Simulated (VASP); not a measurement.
Here is a VASP 6.6.1 calculation.

INCAR

```
SYSTEM = Eu
ALGO = Normal
EDIFF = 1E-6
ENCUT = 520
GGA = CA
ISIF = 2
ISMEAR = -1
ISPIN = 2
LASPH = .TRUE.
LCHARG = .FALSE.
LMAXMIX = 6
LORBIT = 11
LREAL = .FALSE.
LWAVE = .FALSE.
MAGMOM = 6.925
NBANDS = 18
NELM = 150
PREC = Accurate
SIGMA = 0.05
```

The input KPOINTS:

```
k-points
0
G
  11 11 11
  0 0 0
```

POSCAR

```
Eu
1.0
   -2.0544259245      2.0544259245      2.0544259245
    2.0544259245     -2.0544259245      2.0544259245
    2.0544259245      2.0544259245     -2.0544259245
Eu
1
Direct
    0.0000000000      0.0000000000      0.0000000000
```

Potentials or basis: VASP PAW PBE potentials, release 64 (Eu).

Run with:

```console
$ cat potpaw_PBE.64/Eu/POTCAR > POTCAR
$ mpirun -np 1 vasp_std > vasp.out
```

(1) Predict the net moment.

(2) Predict the site moments.

(3) Predict the pressure.

## Answers

(1) 7.11 μB per cell.

(2) Eu +6.63 μB.

(3) -0.3 GPa.

Caveat: the PAW data sets were made with another functional, which shifts forces and pressure a little.
